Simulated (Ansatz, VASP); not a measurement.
**MgO: VASP beside Ansatz**

```
Mg O
1.0
    -0.01038    2.13403    2.07850
     2.08600   -0.01710    2.08522
     2.07295    2.12769   -0.00404
Mg O
1 1
Direct
  0.99603 0.04769 0.94491
  0.51276 0.55942 0.47192
```

Alike in both runs: task single point; functional LDA; k mesh 6 × 6 × 6; no spin polarisation.

|  | VASP | Ansatz |
| --- | --- | --- |
| version | VASP 6.6.1 | Ansatz 0.2.0 |
| potentials or method | VASP PAW LDA potentials, release 64 (Mg_sv, O), cutoff 840 eV | plane waves, PAW |
| occupations | gaussian, width 0.01 eV | fixed |
| valence electrons in the cell | 16 | 16 |

```tsv
	VASP	Ansatz	Ansatz less VASP
pressure (GPa)	-2.8	-3.4	-0.54
traceless stress, the component that is largest in VASP (GPa)	-2.70	-2.59	+0.103
rms of the force components (eV/Å)	0.398	0.386	-0.0125
```

LDA's correlation is that of Perdew and Zunger in VASP and of Perdew and Wang (1992) in Ansatz. Atom by atom the forces differ by 0.013 eV/Å (rms over components). Ansatz's warnings: stress scf threshold loose.

The k mesh is coarse, so the values compare programs but aren't converged.
